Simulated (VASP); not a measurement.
A run of VASP 6.6.1 is set up as follows.

INCAR

```
ALGO = Normal
EDIFF = 1E-6
EDIFFG = -0.008
ENCUT = 600
GGA = PE
IBRION = 2
ISIF = 3
ISMEAR = 0
LASPH = T
LCHARG = F
LREAL = F
LWAVE = F
NELM = 60
NSW = 70
PREC = Accurate
PSTRESS = 500.0
SIGMA = 0.1
```

The input KPOINTS:

```
k-points
0
Gamma
  14 14 14
```

POSCAR

```
CoSi2
1.0
    0.0000000000      2.5161422668      2.5161422668
    2.5161422668      0.0000000000      2.5161422668
    2.5161422668      2.5161422668      0.0000000000
Co Si
1 2
Direct
    0.0000000000      0.0000000000      0.0000000000
    0.2500000000      0.2500000000      0.2500000000
    0.7500000000      0.7500000000      0.7500000000
```

Potentials or basis: VASP PAW PBE potentials, release 64 (Co, Si).

The run is started by

```bash
$ cat potpaw_PBE.64/Co/POTCAR potpaw_PBE.64/Si/POTCAR > POTCAR
$ mpirun -np 1 vasp_std > vasp.out
```

Task: What does it give for the relaxed volume?

Result: 10.66 Å³/atom.

Task: Predict the space group after relaxing (to 0.05 Å).

Result: Fm-3m (No. 225).

Final structure:
```cif
data_structure
_symmetry_space_group_name_H-M 'P 1'
_symmetry_Int_Tables_number 1
_cell_length_a 3.5628
_cell_length_b 3.5628
_cell_length_c 3.5628
_cell_angle_alpha 60.000
_cell_angle_beta 60.000
_cell_angle_gamma 60.000
_cell_volume 31.98
loop_
_atom_site_label
_atom_site_type_symbol
_atom_site_fract_x
_atom_site_fract_y
_atom_site_fract_z
_atom_site_occupancy
Co1 Co 0.00000 0.00000 0.00000 1
Si1 Si 0.25000 0.25000 0.25000 1
Si2 Si 0.75000 0.75000 0.75000 1
```

Caveat: the cell is relaxed towards a set pressure, so the enthalpy falls and the energy may rise. Spin polarisation is off, so any magnetic state and its effect on volume and gap are missing.
